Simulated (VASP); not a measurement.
Here is a VASP 6.6.1 calculation.

Contents of INCAR:

```
  PREC = Accurate
  ENCUT = 600
  EDIFF = 1E-6
  ISMEAR = 0
  SIGMA = 0.01
  LREAL = F
  LASPH = T
  NELM = 80
  ALGO = Normal
  ISIF = 3
  LWAVE = F
  LCHARG = F
  GGA = PE
  IBRION = 2
  NSW = 60
  EDIFFG = -0.03
```

KPOINTS

```
Automatic mesh
0
Gamma
  12 12 4
```

The input POSCAR:

```
BN
1.0
    2.5360000000      0.0000000000      0.0000000000
   -1.2680000000      2.1962400000      0.0000000000
    0.0000000000      0.0000000000      4.1990000000
B N
2 2
Direct
    0.6666666667      0.3333333333      0.0000000000
    0.3333333333      0.6666666667      0.5000000000
    0.6666666667      0.3333333333      0.3750000000
    0.3333333333      0.6666666667      0.8750000000
```

Potentials or basis: VASP PAW PBE potentials, release 64 (B, N).

Command:

```console
$ cat potpaw_PBE.64/B/POTCAR potpaw_PBE.64/N/POTCAR > POTCAR
$ mpirun -np 1 vasp_std > vasp.out
```

Estimate the relaxed volume.

5.97 Å³/atom.

Predict the band gap on the k mesh.

5.19 eV, indirect (least direct gap 8.23 eV).

Stress tensor (GPa, compression positive):
```
 0.10  0.00  0.00
 0.00  0.10  0.00
 0.00  0.00 -0.10
```

A k mesh can miss the band edges. PBE usually gives volumes a little too large and moduli too small.
